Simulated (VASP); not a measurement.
A run of VASP 6.6.1 is set up as follows.

INCAR

```
ALGO = Normal ; EDIFF = 1E-6
ENCUT = 600 ; GGA = PS
GGA_COMPAT = F ; ISIF = 2
ISMEAR = 0 ; ISPIN = 2
LASPH = T ; LCHARG = T
LELF = T ; LMAXMIX = 4
LORBIT = 11 ; LREAL = F
LVHAR = T ; LWAVE = F
MAGMOM = 1.5 1.5 0 0 0 0 ; NBANDS = 38
NELM = 200 ; PREC = Accurate
SIGMA = 0.1
```

The input KPOINTS:

```
k-points
0
Gamma
  5 5 8
```

POSCAR

```
VO2
1.0
    4.5300000000      0.0000000000      0.0000000000
    0.0000000000      4.5300000000      0.0000000000
    0.0000000000      0.0000000000      2.8690000000
V O
2 4
Direct
    0.0000000000      0.0000000000      0.0000000000
    0.5000000000      0.5000000000      0.5000000000
    0.3050000000      0.3050000000      0.0000000000
    0.1950000000      0.8050000000      0.5000000000
    0.6950000000      0.6950000000      0.0000000000
    0.8050000000      0.1950000000      0.5000000000
```

Potentials or basis: VASP PAW PBE potentials, release 64 (V_sv, O).

Run with:

```console
$ cat potpaw_PBE.64/V_sv/POTCAR potpaw_PBE.64/O/POTCAR > POTCAR
$ mpirun -np 1 vasp_std > vasp.out
```

Problem. What does it give for the band gap on the k mesh?

Solution. Zero (filled and empty bands overlap).

Problem. What does it give for the site moments?

Solution. V +1.04; O -0.05 μB.

Problem. Predict the net moment.

Solution. 2.00 μB per cell.

Problem. Estimate the largest force.

Solution. 0.525 eV/Å.

Forces in eV/Å, atoms in the order of the input:
```
V    0.000  0.000  0.000
V    0.000  0.000  0.000
O   -0.372 -0.372  0.000
O    0.372 -0.372  0.000
O    0.372  0.372  0.000
O   -0.372  0.372  0.000
```

Caveat: the PAW data sets were made with another functional, which shifts forces and pressure a little; semilocal functionals often make such compounds metallic where correlation or magnetic order opens a gap, which also shifts bond lengths. With open d or f shells a metallic result of PBEsol can be an artefact of self-interaction; +U or a hybrid may open a gap.
